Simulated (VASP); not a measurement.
# ZrB2 (P6/mmm) in VASP: a series of runs

Runs on ZrB2. Level: PBEsol. Tasks: single point.

Everything below comes from runs of VASP 6.6.1. Logs are shortened: lines on timing, memory, paths and dates and some standing lists are left out, and cuts for length are marked.

## Step 1: The cell of the first run

It takes space group P6/mmm (No. 191, hexagonal). The conventional cell has a = 3.219 Å, b = 3.219 Å, c = 3.368 Å, α = 90.00°, β = 90.00°, γ = 120.00°. Within 3.4 Å of Zr (site symmetry 6/mmm) lie 12 B at 2.51 Å and 8 Zr at 3.22 to 3.37 Å. Within 2.6 Å of B (site symmetry -6m2) lie 3 B at 1.86 Å and 6 Zr at 2.51 Å.

## Step 2: Single point, PBEsol (10.08 Å³/atom)

The input, INCAR:

```
SYSTEM = ZrB2
PREC     = Accurate       ! precision mode
ENCUT    = 520            ! plane-wave cutoff, eV
EDIFF    = 1E-7           ! SCF threshold, eV
ISMEAR   = 0              ! smearing method
SIGMA    = 0.15           ! smearing width, eV
LREAL    = .FALSE.        ! projectors in reciprocal space
LASPH    = .TRUE.         ! aspherical terms in the spheres
NELM     = 80             ! most SCF steps
ALGO     = Normal         ! electronic algorithm
ISIF     = 2              ! what is computed and relaxed
LWAVE    = .FALSE.        ! write WAVECAR
LCHARG   = .FALSE.        ! write CHGCAR
GGA      = PS             ! functional
NBANDS   = 16             ! bands
```

The input, KPOINTS:

```
Automatic mesh
0
G
  18 18 12
  0 0 0
```

The input, POSCAR:

```
ZrB2
1.0
    3.2193010116      0.0000000000      0.0000000000
   -1.6096505058      2.7879964585      0.0000000000
    0.0000000000      0.0000000000      3.3677107883
Zr B
1 2
Direct
    0.0000000000      0.0000000000      0.0000000000
    0.3333333333      0.6666666667      0.5000000000
    0.6666666667      0.3333333333      0.5000000000
```

Potentials or basis: VASP PAW PBE potentials, release 64 (Zr_sv, B).

Command:

```bash
cat potpaw_PBE.64/Zr_sv/POTCAR potpaw_PBE.64/B/POTCAR > POTCAR
mpirun -np 1 vasp_std > vasp.out
```

OUTCAR:

```text
SYSTEM = ZrB2
   PREC = Accurate
   ENCUT = 520
   EDIFF = 1E-7
   ISMEAR = 0
   LREAL = .FALSE.
   LASPH = .TRUE.
   NELM = 80
   ISIF = 2
   GGA = PS

 ion  position               nearest neighbor table
   1  0.000  0.000  0.000-   2 2.51   3 2.51   2 2.51   3 2.51   3 2.51   3 2.51   2 2.51   2 2.51
                             3 2.51   3 2.51   2 2.51   2 2.51
   2  0.333  0.667  0.500-   3 1.86   3 1.86   3 1.86   1 2.51   1 2.51   1 2.51   1 2.51   1 2.51
                             1 2.51
   3  0.667  0.333  0.500-   2 1.86   2 1.86   2 1.86   1 2.51   1 2.51   1 2.51   1 2.51   1 2.51
                             1 2.51

  LATTYP: Found a hexagonal cell.
 ALAT       =     3.2193010116
 C/A-ratio  =     1.0461000000

  Lattice vectors:

 A1 = (   3.2193010116,   0.0000000000,   0.0000000000)
 A2 = (  -1.6096505058,   2.7879964585,   0.0000000000)
 A3 = (   0.0000000000,   0.0000000000,   3.3677107883)

Analysis of symmetry for initial positions (statically):
=====================================================================
 Subroutine PRICEL returns:
 Original cell was already a primitive cell.

 Routine SETGRP: Setting up the symmetry group for a
 hexagonal supercell.

 Subroutine GETGRP returns: Found 24 space group operations
 (whereof 24 operations were pure point group operations)
 out of a pool of 24 trial point group operations.

The static configuration has the point symmetry D_6h.

Analysis of symmetry for dynamics (positions and initial velocities):
=====================================================================
 Subroutine PRICEL returns:
 Original cell was already a primitive cell.

 Routine SETGRP: Setting up the symmetry group for a
 hexagonal supercell.

 Subroutine GETGRP returns: Found 24 space group operations
 (whereof 24 operations were pure point group operations)
 out of a pool of 24 trial point group operations.

The dynamic configuration has the point symmetry D_6h.

 Subroutine INISYM returns: Found 24 space group operations
 (whereof 24 operations are pure point group operations),
 and found     1 'primitive' translations

----------------------------------------------------------------------------------------

                                     Primitive cell

  volume of cell :      30.2266

  direct lattice vectors                    reciprocal lattice vectors
     3.219301012  0.000000000  0.000000000     0.310626436  0.179340257  0.000000000
[... 85 lines left out ...]
   LASPH  =      T    aspherical Exc in radial PAW
   ENCUT  =  520.0 eV  38.22 Ry    6.18 a.u.   5.99  5.99  6.26*2*pi/ulx,y,z
   NELM   =     80;   NELMIN=  2; NELMDL= -5     # of ELM steps
   EDIFF  = 0.1E-06   stopping-criterion for ELM
   LREAL  =      F    real-space projection
   EDIFFG = 0.1E-05   stopping-criterion for IOM
   NSW    =      0    number of steps for IOM
   IBRION =     -1    ionic relax: 0-MD 1-quasi-New 2-CG
   NFREE  =      0    steps in history (QN), initial steepest desc. (CG)
   ISIF   =      2    stress and relaxation
   ISYM   =      2    0-nonsym 1-usesym 2-fastsym
   POTIM  = 0.5000    time-step for ionic-motion
   TEBEG  =    0.0;   TEEND  =   0.0 temperature during run
   PSTRESS=    0.0 pullay stress
   NELECT =      18.0000    total number of electrons
   NUPDOWN=      -1.0000    fix difference up-down
   EMIN   =  10.00;   EMAX   =-10.00  energy-range for DOS
   EFERMI =   0.00;   METHOD = LEGACY
   ISMEAR =     0;   SIGMA  =   0.15  broadening in eV -4-tet -1-fermi 0-gaus
   EFERMI_NEDOS =   21; number of points for ismear=-14 and -15
   IALGO  =     38    algorithm
   IMIX   =      4    mixing-type and parameters
     AMIX     =   0.40;   BMIX     =  1.00
     AMIX_MAG =   1.60;   BMIX_MAG =  1.00
  volume/ion in A,a.u.               =      10.08        67.99
  Fermi-wavevector in a.u.,A,eV,Ry     =   1.377324  2.602765 25.810545  1.897022
  Thomas-Fermi vector in A             =   2.502488
   LORBIT       =      0    0 simple, 1 ext, 2 COOP (PROOUT), +10 PAW based schemes
   GGA     = PS    functional components
   LHFCALC =     F    Hartree Fock is set to
   AEXX    =    0.0000 exact exchange contribution
   IVDW    =     0    specifies the selected vdW correction
   LEPSILON=     F    determine dielectric tensor
   LRPA    =     F    only Hartree local field effects (RPA)
 non-spin polarized calculation
 Gauss-broadening in eV      SIGMA  =   0.15
  energy-cutoff  :      520.00
  volume of cell :       30.23
 maximum number of plane-waves:       834
 NGX is ok and might be reduce to    24
   NGX = 11   NGY = 11   NGZ = 13

 number of electron      18.0000000 magnetization

 Free energy of the ion-electron system (eV)
  ---------------------------------------------------
  ext. energy  EPLUGINS =         0.00000000
  ---------------------------------------------------
  free energy    TOTEN  =       -26.32528666 eV

  energy without entropy =      -26.32235239  energy(sigma->0) =      -26.32381953

 E-fermi :  10.6356     XC(G=0): -12.6263

 val. band max:       10.6196544429   @ k =   0.0556   0.0556   0.4167
 cond. band min:      10.6573435296   @ k =   0.0556   0.0556   0.5000
 fundamental gap:      0.0376890866
 Fermi energy:        10.6355581436

 k-point     1 :       0.0000    0.0000    0.0000
  band No.  band energies     occupation
      1     -37.7289      2.00000
      2     -15.9055      2.00000
      3     -15.4732      2.00000
      4     -15.4732      2.00000
      5      -2.0638      2.00000
      6       7.5345      2.00000
[... 433 lines left out ...]
      3     -15.7500      2.00000
      4     -15.7346      2.00000
      5       1.2827      2.00000
      6       2.7339      2.00000
[... 8 lines left out ...]
     15      19.3839      0.00000
     16      20.3938      0.00000

 [... further k-points ...]
[... 5 lines left out ...]
  --------------------------------------------------------------------------------------
  -------------------------------------------------------------------------------------
  Total       -1.3129286     -1.3129286      2.5479770      0.0000000     -0.0000000      0.0000000
  in kB      -69.5926065    -69.5926065    135.0571247      0.0000000     -0.0000000      0.0000000
  external PRESSURE =      -1.3760295 kB  Pullay stress =       0.0000000 kB

 VOLUME and BASIS-vectors are now :
 -----------------------------------------------------------------------------
  energy-cutoff  :      520.00
  volume of cell :       30.23
      direct lattice vectors                 reciprocal lattice vectors
     3.219301012  0.000000000  0.000000000     0.310626436  0.179340257  0.000000000
    -1.609650506  2.787996458  0.000000000     0.000000000  0.358680513  0.000000000
     0.000000000  0.000000000  3.367710788     0.000000000  0.000000000  0.296937612

 POSITION                                       TOTAL-FORCE (eV/Angst)
 -----------------------------------------------------------------------------------
      0.00000      0.00000      0.00000        -0.000000     -0.000000     -0.000000
     -0.00000      1.85866      1.68386         0.000000      0.000000     -0.000000
      1.60965      0.92933      1.68386        -0.000000      0.000000      0.000000
 -----------------------------------------------------------------------------------
    total drift:                               -0.000000      0.000000     -0.000000

  FREE ENERGIE OF THE ION-ELECTRON SYSTEM (eV)
  ---------------------------------------------------
  free  energy   TOTEN  =       -26.3252866609 eV

  energy  without entropy=      -26.3223523917  energy(sigma->0) =      -26.32381953
```

stdout:

```text
POSCAR found type information on POSCAR ZrB
 POSCAR found :  2 types and       3 ions
 scaLAPACK will be used
 -----------------------------------------------------------------------------
|                                                                             |
|                                                                             |
|     You enforced a specific xc type in the INCAR file but a different       |
|     I HOPE YOU KNOW WHAT YOU ARE DOING!                                     |
|                                                                             |
 -----------------------------------------------------------------------------

 LDA part: xc-table for (Slater+PW92), standard interpolation
 POSCAR, INCAR and KPOINTS ok, starting setup
 FFT: planning ... GRIDC
 FFT: planning ... GRID_SOFT
 FFT: planning ... GRID
 WAVECAR not read
 entering main loop
```

Run time: 36 s. Hardware: 1 thread of Intel Xeon 6975P-C (Granite Rapids), shared host; peak memory 0.24 GiB.

What came out:

- Free energy: -26.3253 eV
- Pressure: -0.1 GPa
- Band gap on the k mesh: zero (bands 9 and 10 overlap by 0.98 eV)

Caveat: the PAW data sets were made with another functional, which shifts forces and pressure a little.

## Step 3: Single point, PBEsol (10.08 Å³/atom)

The input, INCAR:

```
PREC     = Accurate       # precision mode
ENCUT    = 520            # plane-wave cutoff, eV
EDIFF    = 1E-6           # SCF threshold, eV
ISMEAR   = 0              # smearing method
SIGMA    = 0.15           # smearing width, eV
LREAL    = F              # projectors in reciprocal space
LASPH    = T              # aspherical terms in the spheres
NELM     = 100            # most SCF steps
ALGO     = Normal         # electronic algorithm
ISIF     = 2              # what is computed and relaxed
LWAVE    = F              # write WAVECAR
LCHARG   = F              # write CHGCAR
GGA      = PS             # functional
NBANDS   = 16             # bands
```

The input, KPOINTS:

```
Automatic mesh
0
Gamma
  18 18 12
```

The input, POSCAR:

```
ZrB2
1.0
    3.0916507681      0.0000000000      0.0000000000
   -1.5458253841      2.6774481048      0.0000000000
    0.0000000000      0.0000000000      3.6515487223
Zr B
1 2
Direct
    0.0000000000      0.0000000000      0.0000000000
    0.3333333333      0.6666666667      0.5000000000
    0.6666666667      0.3333333333      0.5000000000
```

Potentials or basis: VASP PAW PBE potentials, release 64 (Zr_sv, B).

Command:

```bash
cat potpaw_PBE.64/Zr_sv/POTCAR potpaw_PBE.64/B/POTCAR > POTCAR
mpirun -np 1 vasp_std > vasp.out
```

Run time: 32 s. Hardware: 1 thread of Intel Xeon 6975P-C (Granite Rapids), shared host; peak memory 0.24 GiB.

The run converged. Its results:

| Quantity | Value |
| --- | --- |
| Free energy | -26.3227 eV |
| Pressure | 1.5 GPa |
| Band gap on the k mesh | zero (bands 9 and 10 overlap by 1.49 eV) |

Stress tensor (GPa, compression positive):
```
  8.60   0.00   0.00
  0.00   8.60   0.00
  0.00   0.00 -12.67
```

Levels at points of the mesh, in eV from the Fermi level:
```
           k point  band 5  band 6  band 7  band 8  band 9  band 10  band 11  band 12  band 13  band 14
(0.00, 0.00, 0.00)  -12.85   -2.84   -2.76   -2.25   -2.25     3.53     3.53     3.82     3.82     5.65
(0.50, 0.00, 0.00)   -8.98   -8.45   -4.29   -2.94   -2.75     2.13     2.29     5.11     5.46     6.45
(0.00, 0.00, 0.50)  -10.94   -7.06   -0.68   -0.68    0.79     0.79     0.87     0.87     0.91     5.71
(0.50, 0.00, 0.50)   -9.91   -7.14   -4.38   -4.18   -1.87     3.14     4.46     5.62     5.72     6.29
```

Caveat: the PAW data sets were made with another functional, which shifts forces and pressure a little.

## Step 4: Single point, PBEsol (10.08 Å³/atom)

The input, INCAR:

```
SYSTEM = ZrB2
ALGO     = Normal         ! electronic algorithm
EDIFF    = 1E-7           ! SCF threshold, eV
ENCUT    = 520            ! plane-wave cutoff, eV
GGA      = PS             ! functional
ISIF     = 2              ! what is computed and relaxed
ISMEAR   = 0              ! smearing method
LASPH    = .TRUE.         ! aspherical terms in the spheres
LCHARG   = .FALSE.        ! write CHGCAR
LREAL    = .FALSE.        ! projectors in reciprocal space
LWAVE    = .FALSE.        ! write WAVECAR
NBANDS   = 16             ! bands
NELM     = 100            ! most SCF steps
PREC     = Accurate       ! precision mode
SIGMA    = 0.15           ! smearing width, eV
```

The input, KPOINTS:

```
k-points
0
G
  18 18 12
  0 0 0
```

The input, POSCAR:

```
ZrB2
1.0
    3.3521379914      0.0000000000      0.0000000000
   -1.6760689957      2.9030366575      0.0000000000
    0.0000000000      0.0000000000      3.1060910628
Zr B
1 2
Direct
    0.0000000000      0.0000000000      0.0000000000
    0.3333333333      0.6666666667      0.5000000000
    0.6666666667      0.3333333333      0.5000000000
```

Command:

```bash
cat potpaw_PBE.64/Zr_sv/POTCAR potpaw_PBE.64/B/POTCAR > POTCAR
mpirun -np 1 vasp_std > vasp.out
```

Wall time 44 s (1 thread of Intel Xeon 6975P-C (Granite Rapids), shared host); peak memory 0.24 GiB.

Results (log left out):

```yaml
Free_energy: -25.7201 eV
Pressure: 0.6 GPa
Band_gap_on_the_k_mesh: zero (bands 9 and 10 overlap by 1.73 eV)
```

Stress tensor (GPa, compression positive):
```
-18.97   0.00   0.00
  0.00 -18.97   0.00
  0.00   0.00  39.78
```

Levels at points of the mesh, in eV from the Fermi level:
| k point | band 5 | band 6 | band 7 | band 8 | band 9 | band 10 | band 11 | band 12 | band 13 | band 14 |
| --- | --- | --- | --- | --- | --- | --- | --- | --- | --- | --- |
| (0.00, 0.00, 0.00) | -12.30 | -3.65 | -3.65 | -2.12 | -0.39 | 2.69 | 3.89 | 3.89 | 4.39 | 4.39 |
| (0.50, 0.00, 0.00) | -8.90 | -8.25 | -3.05 | -2.80 | -2.17 | 3.11 | 3.41 | 3.73 | 4.29 | 7.43 |
| (0.00, 0.00, 0.50) | -9.40 | -6.76 | -1.30 | -1.30 | -1.05 | -1.05 | 0.90 | 0.90 | 3.57 | 5.49 |
| (0.50, 0.00, 0.50) | -9.68 | -6.10 | -5.12 | -4.12 | -2.13 | 3.93 | 4.80 | 5.82 | 7.37 | 8.08 |

Caveat: the PAW data sets were made with another functional, which shifts forces and pressure a little.

## Step 5: Single point, PBEsol (10.08 Å³/atom)

The input, INCAR:

```
ALGO = Normal ; EDIFF = 1E-6
ENCUT = 520 ; GGA = PS
ISIF = 2 ; ISMEAR = 0
LASPH = True ; LCHARG = False
LREAL = False ; LWAVE = False
NBANDS = 16 ; NELM = 80
PREC = Accurate ; SIGMA = 0.15
```

The input, KPOINTS:

```
k-points
0
Gamma
  18 18 12
```

The input, POSCAR:

```
ZrB2
1.0
    2.9691524931      0.0000000000      0.0000000000
   -1.4845762466      2.5713614867      0.0000000000
    0.0000000000      0.0000000000      3.9590679343
Zr B
1 2
Direct
    0.0000000000      0.0000000000      0.0000000000
    0.3333333333      0.6666666667      0.5000000000
    0.6666666667      0.3333333333      0.5000000000
```

Command:

```bash
cat potpaw_PBE.64/Zr_sv/POTCAR potpaw_PBE.64/B/POTCAR > POTCAR
mpirun -np 1 vasp_std > vasp.out
```

It took 35 s on 1 thread of Intel Xeon 6975P-C (Granite Rapids), shared host; peak memory 0.24 GiB.

The run converged. Its results:

```
Free energy            : -25.6919 eV
Pressure               : 6.3 GPa
Band gap on the k mesh : zero (bands 9 and 10 overlap by 0.85 eV)
```

Stress tensor (GPa, compression positive):
```
 26.45   0.00   0.00
  0.00  26.45   0.00
  0.00   0.00 -34.12
```

Levels at points of the mesh, in eV from the Fermi level:
```tsv
k point	band 7	band 8	band 9	band 10	band 11	band 12
(0.00, 0.00, 0.00)	-2.86	-0.94	-0.94	3.41	3.41	4.23
(0.50, 0.00, 0.00)	-4.32	-2.51	-2.17	2.40	2.80	5.42
(0.00, 0.00, 0.50)	-0.38	0.41	0.41	1.18	1.18	2.51
(0.50, 0.00, 0.50)	-3.76	-3.24	-1.31	2.32	4.16	5.70
```

Caveat: the cell stands under pressure; the PAW data sets were made with another functional, which shifts forces and pressure a little.

## Step 6: Single point, PBEsol (10.08 Å³/atom)

The input, INCAR:

```
SYSTEM = ZrB2
PREC     = Accurate       ! precision mode
ENCUT    = 520            ! plane-wave cutoff, eV
EDIFF    = 1E-7           ! SCF threshold, eV
ISMEAR   = 0              ! smearing method
SIGMA    = 0.15           ! smearing width, eV
LREAL    = .False.        ! projectors in reciprocal space
LASPH    = .True.         ! aspherical terms in the spheres
NELM     = 60             ! most SCF steps
ALGO     = Normal         ! electronic algorithm
ISIF     = 2              ! what is computed and relaxed
LWAVE    = .False.        ! write WAVECAR
LCHARG   = .True.         ! write CHGCAR
GGA      = PS             ! functional
LELF     = .True.         ! ELF
LVHAR    = .True.       
NBANDS   = 16             ! bands
```

The input, KPOINTS:

```
regular mesh
0
Gamma
  18 18 12
  0 0 0
```

The input, POSCAR:

```
ZrB2
1.0
    3.2850910670      0.0000000000      0.0000000000
   -1.6425455335      2.8449723177      0.0000000000
    0.0000000000      0.0000000000      3.2341721554
Zr B
1 2
Direct
    0.0000000000      0.0000000000      0.0000000000
    0.3333333333      0.6666666667      0.5000000000
    0.6666666667      0.3333333333      0.5000000000
```

Potentials or basis: VASP PAW PBE potentials, release 64 (Zr_sv, B).

Command:

```bash
cat potpaw_PBE.64/Zr_sv/POTCAR potpaw_PBE.64/B/POTCAR > POTCAR
mpirun -np 1 vasp_std > vasp.out
```

Wall time 30 s (1 thread of Intel Xeon 6975P-C (Granite Rapids), shared host); peak memory 0.23 GiB.

The run converged. Its results:

| Quantity | Value |
| --- | --- |
| Free energy | -26.0951 eV |
| Pressure | 0.0 GPa |
| Band gap on the k mesh | zero (bands 9 and 10 overlap by 1.24 eV) |

Stress tensor (GPa, compression positive):
```
-13.20   0.00   0.00
  0.00 -13.20   0.00
  0.00   0.00  26.37
```

Levels at points of the mesh, in eV from the Fermi level:
| k point | band 6 | band 7 | band 8 | band 9 | band 10 | band 11 | band 12 | band 13 |
| --- | --- | --- | --- | --- | --- | --- | --- | --- |
| (0.00, 0.00, 0.00) | -3.36 | -3.36 | -2.27 | -1.10 | 3.41 | 3.66 | 3.66 | 4.58 |
| (0.50, 0.00, 0.00) | -8.33 | -3.10 | -2.87 | -2.79 | 2.76 | 2.94 | 4.19 | 4.77 |
| (0.00, 0.00, 0.50) | -6.85 | -1.26 | -1.26 | -0.66 | -0.66 | 0.85 | 0.85 | 4.03 |
| (0.50, 0.00, 0.50) | -6.43 | -5.04 | -4.16 | -2.06 | 3.93 | 4.99 | 5.34 | 7.24 |

Caveat: the PAW data sets were made with another functional, which shifts forces and pressure a little.

## Step 7: Overview

```csv
cell,gap on the mesh (eV),pressure (GPa)
"a = 3.219, b = 3.219, c = 3.368 Å, angles 90.0, 90.0, 120.0°, 3 atoms",none,-0.1
"a = 3.092, b = 3.092, c = 3.652 Å, angles 90.0, 90.0, 120.0°, 3 atoms",none,1.5
"a = 3.352, b = 3.352, c = 3.106 Å, angles 90.0, 90.0, 120.0°, 3 atoms",none,0.6
"a = 2.969, b = 2.969, c = 3.959 Å, angles 90.0, 90.0, 120.0°, 3 atoms",none,6.3
"a = 3.285, b = 3.285, c = 3.234 Å, angles 90.0, 90.0, 120.0°, 3 atoms",none,0.0
```

Alike in all rows: task single point; level PBEsol; potentials or basis VASP PAW PBE potentials, release 64 (Zr_sv, B); no spin polarisation; k mesh 18 × 18 × 12; cutoff (eV) 520; smearing gaussian 0.15 eV.

Caveats: the PAW data sets were made with another functional, which shifts forces and pressure a little; the cell stands under pressure (at least some runs).

Total energies depend on the potentials used, so only differences within one code and one set of settings carry meaning.
